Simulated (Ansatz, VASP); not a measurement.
# One calculation of TaAs3, two programs

```
Ta As
1.0
    -2.78412    2.78412    6.97085
     2.78412   -2.78412    6.97085
     2.78412    2.78412   -6.97085
Ta As
2 6
Direct
  0.75000 0.25000 0.50000
  0.00000 0.00000 0.00000
  0.37500 0.62500 0.75000
  0.87500 0.62500 0.25000
  0.37500 0.12500 0.75000
  0.37500 0.62500 0.25000
  0.50000 0.50000 0.00000
  0.25000 0.75000 0.50000
```

Alike in both runs: task relaxation of cell and atoms; functional PBE; k mesh 4 × 4 × 4; occupations gaussian, width 0.2 eV; no spin polarisation.

|  | VASP | Ansatz |
| --- | --- | --- |
| version | VASP 6.6.1 | Ansatz 0.2.0 |
| potentials or method | VASP PAW PBE potentials, release 64 (Ta_pv, As), cutoff 600 eV | scalar-relativistic, plane waves, PAW |
| valence electrons in the cell | 52 | 116 |

```csv
,VASP,Ansatz,Ansatz less VASP
"gap on the k mesh at the Fermi level, each at its own relaxed structure (eV)",none,none,-
relaxed volume (Å³/atom),24.38,24.28,-0.100
relaxed cell length with the largest relative difference (Å),10.585,10.568,-0.0177
```

A gap of «none» marks a metal or a gap that the smearing closes. VASP's potentials hold 52 valence electrons a cell and Ansatz's 116, so a difference there can come from the potentials and not from the codes.

The k mesh is coarse, so the values compare programs but aren't converged. Spin-orbit coupling is off throughout.
